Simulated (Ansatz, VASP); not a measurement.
## Two plane-wave programs on NiO2

```
CELL_PARAMETERS angstrom
2.85448 0.00000 0.00000
-1.42724 2.47205 0.00000
0.00000 0.00000 4.35789
ATOMIC_POSITIONS crystal
Ni 0.00000 0.00000 0.50000
O 0.66667 0.33333 0.70390
O 0.33333 0.66667 0.29610
```

Alike in both runs: task single point; functional r2SCAN; k mesh 12 × 12 × 8; occupations gaussian, width 0.05 eV; no spin polarisation.

|  | VASP | Ansatz |
| --- | --- | --- |
| version | VASP 6.6.1 | Ansatz 0.2.0 |
| potentials or method | VASP PAW PBE potentials, release 64 (Ni, O), cutoff 520 eV | scalar-relativistic, plane waves, PAW |
| valence electrons in the cell | 22 | 30 |

```tsv
	VASP	Ansatz	Ansatz less VASP
gap on the k mesh at the Fermi level (eV)	1.17	1.24	+0.064
least direct gap on the mesh (eV)	1.35	1.43	+0.084
pressure (GPa)	-3.7	-5.1	-1.41
traceless stress, the component that is largest in VASP (GPa)	7.93	8.75	+0.816
rms of the force components (eV/Å)	0.214	0.164	-0.0493
```

VASP's potentials were made for PBE, not for r2SCAN. Atom by atom the forces differ by 0.049 eV/Å (rms over components). The functional is the same, so the differences come from potentials, cutoffs and numerics. VASP's potentials hold 22 valence electrons a cell and Ansatz's 30, so a difference there can come from the potentials and not from the codes.
